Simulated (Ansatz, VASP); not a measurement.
# GaN: VASP beside Ansatz

The input INCAR:

```
  PREC = Accurate
  ENCUT = 520
  EDIFF = 1E-6
  ISMEAR = 0
  SIGMA = 0.03
  LREAL = False
  LASPH = True
  NELM = 80
  ALGO = Normal
  ISIF = 2
  LWAVE = False
  LCHARG = False
  GGA = PS
  NBANDS = 16
```

File KPOINTS:

```
regular mesh
0
Gamma
  16 16 16
```

POSCAR

```
GaN
1.0
    0.0000000000      2.1007897024      2.2058291876
    2.1007897024      0.0000000000      2.2058291876
    2.1007897024      2.1007897024      0.0000000000
Ga N
1 1
Direct
    0.0000000000      0.0000000000      0.0000000000
    0.5000000000      0.5000000000      0.5000000000
```

Input for Ansatz:

```yaml
crystal:
  lattice:
    - [0.0, 2.1007897024, 2.2058291876]
    - [2.1007897024, 0.0, 2.2058291876]
    - [2.1007897024, 2.1007897024, 0.0]
  atoms:
    - { symbol: Ga, position: [0.0, 0.0, 0.0] }
    - { symbol: "N", position: [0.5, 0.5, 0.5] }
basis:
  ecutwfc: 420
kpoints:
  mp_grid: { grid: [16, 16, 16] }
hamiltonian:
  xc: pbesol
scf:
  occupations: { method: gaussian, width: 0.03 }
output:
  forces: true
  stress: true
  eigenvalues: true
```

Alike in both runs: task single point; functional PBEsol; k mesh 16 × 16 × 16; occupations gaussian, width 0.03 eV; no spin polarisation.

|  | VASP | Ansatz |
| --- | --- | --- |
| version | VASP 6.6.1 | Ansatz 0.2.0 |
| potentials or method | VASP PAW PBE potentials, release 64 (Ga_d, N), cutoff 520 eV | scalar-relativistic, plane waves, PAW |
| valence electrons in the cell | 18 | 18 |

|  | VASP | Ansatz | Ansatz less VASP |
| --- | --- | --- | --- |
| gap on the k mesh at the Fermi level (eV) | 0.12 | 0.13 | +0.009 |
| least direct gap on the mesh (eV) | 2.12 | 2.11 | -0.011 |
| pressure (GPa) | -6.5 | -6.9 | -0.44 |
| traceless stress, the component that is largest in VASP (GPa) | -4.53 | -4.55 | -0.026 |

VASP's potentials were made for PBE, not for PBEsol. With one functional, cell and mesh, what is left measures potentials, basis and numerics.
